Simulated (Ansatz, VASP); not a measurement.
**Two plane-wave programs on ZnCd5S6**

```
CELL_PARAMETERS angstrom
4.13073 0.00273 -0.00040
-2.06304 3.57617 -0.00091
-0.00217 -0.00671 20.30496
ATOMIC_POSITIONS crystal
Zn 0.99725 0.00080 0.33338
Cd 0.66982 0.33155 0.83379
Cd 0.00003 0.99646 0.66340
Cd 0.66443 0.33511 0.17453
Cd 0.33289 0.66719 0.49299
Cd 0.33578 0.66961 0.00412
S 0.66915 0.33567 0.95964
S 0.99883 0.00011 0.44902
S 0.00306 0.99804 0.78921
S 0.66430 0.33394 0.30096
S 0.33357 0.66317 0.61891
S 0.33089 0.66835 0.13005
```

Change from the starting cell: cell x1, atoms moved at random (sigma 0.15 Å) and cell strained at random (1.5 %), then relaxed without symmetry.

Alike in both runs: functional PBE; k mesh 6 × 6 × 1; occupations gaussian, width 0.1 eV; no spin polarisation.

Ansatz relaxed the structure, and its values are those at the end. VASP's run is a single point on that final structure, the one shown.

|  | VASP | Ansatz |
| --- | --- | --- |
| version | VASP 6.6.1 | Ansatz 0.2.0 |
| potentials or method | VASP PAW PBE potentials, release 64 (Zn, Cd, S), cutoff 520 eV | scalar-relativistic, plane waves, PAW |
| valence electrons in the cell | 108 | 148 |

|  | VASP | Ansatz | Ansatz less VASP |
| --- | --- | --- | --- |
| gap on the k mesh at the Fermi level (eV) | 1.11 | 1.11 | -0.001 |
| least direct gap on the mesh (eV) | 1.11 | 1.11 | -0.001 |
| pressure (GPa) | 0.3 | 0.0 | -0.28 |
| rms of the force components (eV/Å) | 0.006 | 0.007 | +0.0004 |

VASP's potentials hold 108 valence electrons a cell and Ansatz's 148, so a difference there can come from the potentials and not from the codes.
